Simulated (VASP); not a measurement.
# Te (Cmce) in VASP: single point with r2SCAN

Aim: the single point of Te with r2SCAN.

Program: VASP 6.6.1. These are calculated values, not measurements. Logs are shortened: lines on timing, memory, paths and dates and some standing lists are left out, and cuts for length are marked.

**1. The cell of the first run**

The structure is orthorhombic, space group Cmce (No. 64). Conventional cell: a = 8.235 Å, b = 4.225 Å, c = 8.429 Å, α = 90.00°, β = 90.00°, γ = 90.00°. Within 3.9 Å of Te (site symmetry m) lie 4 Te at 2.98 to 2.99 Å.

**2. Single point, r2SCAN**

POSCAR

```
Te
1.0
    4.1173773822     -2.1127322617      0.0000000000
    4.1173773822      2.1127322617      0.0000000000
    0.0000000000      0.0000000000      8.4291565350
Te
4
Direct
    0.7490057441      0.2509942559      0.1252542506
    0.7509942559      0.2490057441      0.6252542506
    0.2509942559      0.7490057441      0.8747457494
    0.2490057441      0.7509942559      0.3747457494
```

INCAR.step1

```
PREC = Accurate ; ENCUT = 520
ISMEAR = 0 ; SIGMA = 0.1
LREAL = F ; LASPH = T
NELM = 100 ; NBANDS = 20
GGA = PE ; ALGO = Normal
EDIFF = 1E-4 ; LWAVE = T
LCHARG = F
```

INCAR.step2

```
PREC = Accurate ; ENCUT = 520
EDIFF = 1E-7 ; ISMEAR = 0
SIGMA = 0.1 ; LREAL = F
LASPH = T ; NELM = 100
ALGO = Normal ; ISIF = 2
LWAVE = F ; LCHARG = T
METAGGA = R2SCAN ; LMIXTAU = T
LELF = T ; LVHAR = T
NBANDS = 20 ; ISTART = 1
```

KPOINTS

```
Automatic mesh
0
Gamma
  4 4 2
```

Potentials or basis: VASP PAW PBE potentials, release 64 (Te).

Run with:

```
$ cat potpaw_PBE.64/Te/POTCAR > POTCAR
$ cp INCAR.step1 INCAR
$ mpirun -np 1 vasp_std > vasp.out
$ cp INCAR.step2 INCAR
$ mpirun -np 1 vasp_std > vasp.out
```

OUTCAR:

```text
PREC = Accurate
   ENCUT = 520
   EDIFF = 1E-7
   ISMEAR = 0
   LREAL = F
   LASPH = T
   NELM = 100
   ISIF = 2
   METAGGA = R2SCAN
   ISTART = 1

 ion  position               nearest neighbor table
   1  0.749  0.251  0.125-   4 2.98   4 2.98   3 2.98   3 2.99
   2  0.751  0.249  0.625-   3 2.98   3 2.98   4 2.98   4 2.99
   3  0.251  0.749  0.875-   2 2.98   2 2.98   1 2.98   1 2.99
   4  0.249  0.751  0.375-   1 2.98   1 2.98   2 2.98   2 2.99

  LATTYP: Found a base centered orthorhombic cell.
 ALAT       =     4.2254645234
 B/A-ratio  =     1.9488401142
 C/A-ratio  =     1.9948473093

  Lattice vectors:

 A1 = (  -4.1173773822,  -2.1127322617,   0.0000000000)
 A2 = (   4.1173773822,  -2.1127322617,   0.0000000000)
 A3 = (   0.0000000000,   0.0000000000,   8.4291565350)

Analysis of symmetry for initial positions (statically):
=====================================================================
 Subroutine PRICEL returns:
 Original cell was already a primitive cell.

 Routine SETGRP: Setting up the symmetry group for a
 base centered orthorhombic supercell.

 Subroutine GETGRP returns: Found  8 space group operations
 (whereof  4 operations were pure point group operations)
 out of a pool of  8 trial point group operations.

The static configuration has the point symmetry C_2h.
 The point group associated with its full space group is D_2h.

Analysis of symmetry for dynamics (positions and initial velocities):
=====================================================================
 Subroutine PRICEL returns:
 Original cell was already a primitive cell.

 Routine SETGRP: Setting up the symmetry group for a
 base centered orthorhombic supercell.

 Subroutine GETGRP returns: Found  8 space group operations
 (whereof  4 operations were pure point group operations)
 out of a pool of  8 trial point group operations.

The dynamic configuration has the point symmetry C_2h.
 The point group associated with its full space group is D_2h.

 Subroutine INISYM returns: Found  8 space group operations
 (whereof  4 operations are pure point group operations),
 and found     1 'primitive' translations

----------------------------------------------------------------------------------------

[... 81 lines left out ...]
   LSORBIT =      F    spin-orbit coupling
   LASPH  =      T    aspherical Exc in radial PAW
   ENCUT  =  520.0 eV  38.22 Ry    6.18 a.u.   8.60  8.60 15.67*2*pi/ulx,y,z
   NELM   =    100;   NELMIN=  2; NELMDL=  0     # of ELM steps
   EDIFF  = 0.1E-06   stopping-criterion for ELM
   LREAL  =      F    real-space projection
   EDIFFG = 0.1E-05   stopping-criterion for IOM
   NSW    =      0    number of steps for IOM
   IBRION =     -1    ionic relax: 0-MD 1-quasi-New 2-CG
   NFREE  =      0    steps in history (QN), initial steepest desc. (CG)
   ISIF   =      2    stress and relaxation
   ISYM   =      2    0-nonsym 1-usesym 2-fastsym
   POTIM  = 0.5000    time-step for ionic-motion
   TEBEG  =    0.0;   TEEND  =   0.0 temperature during run
   PSTRESS=    0.0 pullay stress
   NELECT =      24.0000    total number of electrons
   NUPDOWN=      -1.0000    fix difference up-down
   EMIN   =  10.00;   EMAX   =-10.00  energy-range for DOS
   EFERMI =   0.00;   METHOD = LEGACY
   ISMEAR =     0;   SIGMA  =   0.10  broadening in eV -4-tet -1-fermi 0-gaus
   EFERMI_NEDOS =   21; number of points for ismear=-14 and -15
   IALGO  =     38    algorithm
   IMIX   =      4    mixing-type and parameters
     AMIX     =   0.40;   BMIX     =  1.00
     AMIX_MAG =   1.60;   BMIX_MAG =  1.00
  volume/ion in A,a.u.               =      36.66       247.41
  Fermi-wavevector in a.u.,A,eV,Ry     =   0.895472  1.692197 10.910113  0.801871
  Thomas-Fermi vector in A             =   2.017809
   LORBIT       =      0    0 simple, 1 ext, 2 COOP (PROOUT), +10 PAW based schemes
   METAGGA = R2SCAN    functional components
   LHFCALC =     F    Hartree Fock is set to
   AEXX    =    0.0000 exact exchange contribution
   IVDW    =     0    specifies the selected vdW correction
   LEPSILON=     F    determine dielectric tensor
   LRPA    =     F    only Hartree local field effects (RPA)
 non-spin polarized calculation
 Gauss-broadening in eV      SIGMA  =   0.10
  energy-cutoff  :      520.00
  volume of cell :      146.65
 maximum number of plane-waves:      3979
 NGX is ok and might be reduce to    36
   NGX = 17   NGY = 17   NGZ = 31

 number of electron      24.0000001 magnetization

 Free energy of the ion-electron system (eV)
  ---------------------------------------------------
  ext. energy  EPLUGINS =         0.00000000
  ---------------------------------------------------
  free energy    TOTEN  =      -101.01935558 eV

  energy without entropy =     -101.00565964  energy(sigma->0) =     -101.01250761

 E-fermi :   4.4154     XC(G=0):  -9.0705

 val. band max:        4.3763687293   @ k =   0.2500   0.0000   0.0000
 cond. band min:       4.7237234380   @ k =   0.2500   0.2500   0.5000
 fundamental gap:      0.3473547087
 Fermi energy:         4.4153781319

 k-point     1 :       0.0000    0.0000    0.0000
  band No.  band energies     occupation
      1      -9.3498      2.00000
      2      -7.3601      2.00000
      3      -7.3305      2.00000
      4      -3.4774      2.00000
      5       0.4068      2.00000
      6       0.6054      2.00000
[... 311 lines left out ...]
     19      12.2450      0.00000
     20      12.2450      0.00000

------------------------ aborting loop because EDIFF is reached ----------------------------------------

  FORCE on cell =-STRESS in cart. coord.  units (eV):
  Direction    XX          YY          ZZ          XY          YZ          ZX
  --------------------------------------------------------------------------------------
  -------------------------------------------------------------------------------------
  Total       -0.1381722      0.1627256      0.1462061      0.0000000      0.0000000      0.0000000
  in kB       -1.5095659      1.7778180      1.5973382      0.0000000      0.0000000      0.0000000
  external PRESSURE =       0.6218634 kB  Pullay stress =       0.0000000 kB

 VOLUME and BASIS-vectors are now :
 -----------------------------------------------------------------------------
  energy-cutoff  :      520.00
  volume of cell :      146.65
      direct lattice vectors                 reciprocal lattice vectors
     4.117377382 -2.112732262  0.000000000     0.121436525 -0.236660371  0.000000000
     4.117377382  2.112732262  0.000000000     0.121436525  0.236660371  0.000000000
     0.000000000  0.000000000  8.429156535     0.000000000  0.000000000  0.118635832

 POSITION                                       TOTAL-FORCE (eV/Angst)
 -----------------------------------------------------------------------------------
      4.11738     -1.05216      1.05579         0.000000     -0.021950     -0.012733
      4.11738     -1.06057      5.27037         0.000000      0.021950     -0.012733
      4.11738      1.05216      7.37337         0.000000      0.021950      0.012733
      4.11738      1.06057      3.15879         0.000000     -0.021950      0.012733
 -----------------------------------------------------------------------------------
    total drift:                               -0.000000     -0.000000      0.000000

  FREE ENERGIE OF THE ION-ELECTRON SYSTEM (eV)
  ---------------------------------------------------
  free  energy   TOTEN  =      -101.0193555800 eV

  energy  without entropy=     -101.0056596437  energy(sigma->0) =     -101.01250761
```

OUTCAR.step1:

```text
PREC = Accurate
   ENCUT = 520
   ISMEAR = 0
   LREAL = F
[... 542 lines left out ...]
      4.11738     -1.05216      1.05579         0.000000     -0.022417     -0.014531
      4.11738     -1.06057      5.27037         0.000000      0.022417     -0.014531
      4.11738      1.05216      7.37337         0.000000      0.022417      0.014531
      4.11738      1.06057      3.15879         0.000000     -0.022417      0.014531
 -----------------------------------------------------------------------------------
    total drift:                               -0.000000     -0.000000      0.000000

  FREE ENERGIE OF THE ION-ELECTRON SYSTEM (eV)
  ---------------------------------------------------
  free  energy   TOTEN  =       -11.9710680150 eV

  energy  without entropy=      -11.9565086753  energy(sigma->0) =      -11.96378835
```

OSZICAR.step1:

```text
N       E                     dE             d eps       ncg     rms          rms(c)
DAV:   1     0.104054195388E+03    0.10405E+03   -0.87951E+03   560   0.957E+02
DAV:   2    -0.443830289713E+01   -0.10849E+03   -0.10574E+03   752   0.145E+02
DAV:   3    -0.118852344206E+02   -0.74469E+01   -0.73199E+01   728   0.406E+01
DAV:   4    -0.120407722322E+02   -0.15554E+00   -0.15543E+00   696   0.655E+00
DAV:   5    -0.120433425751E+02   -0.25703E-02   -0.25703E-02   688   0.811E-01    0.128E+01
DAV:   6    -0.119924954792E+02    0.50847E-01   -0.46963E-02   596   0.891E-01    0.801E+00
DAV:   7    -0.119714323708E+02    0.21063E-01   -0.10765E-01   580   0.137E+00    0.292E-01
DAV:   8    -0.119710507840E+02    0.38159E-03   -0.50411E-03   612   0.350E-01    0.616E-02
DAV:   9    -0.119710680150E+02   -0.17231E-04   -0.91035E-05   424   0.563E-02
   1 F= -.11971068E+02 E0= -.11963788E+02  d E =-.145593E-01
```

Run time: 1.8 min. Hardware: 1 thread of AMD EPYC 9R45 (Zen 5), shared host; peak memory 0.27 GiB.

Results:

* Free energy: -101.0194 eV
* Pressure: 0.1 GPa
* Largest force: 0.025 eV/Å
* Band gap on the k mesh: zero (band 12 reaches 5.17 eV, above the bottom of band 13 at 3.76 eV)

Forces in eV/Å, atoms in the order of the input:
```
Te   0.000 -0.022 -0.013
Te   0.000  0.022 -0.013
Te   0.000  0.022  0.013
Te   0.000 -0.022  0.013
```

Stress tensor (GPa, compression positive):
```
-0.15  0.00  0.00
 0.00  0.18  0.00
 0.00  0.00  0.16
```

Caveat: the k points lie up to 0.42 Å⁻¹ apart; the PAW data sets were made with another functional, which shifts forces and pressure a little; spin-orbit coupling is left out, which moves the levels of the heavy elements.
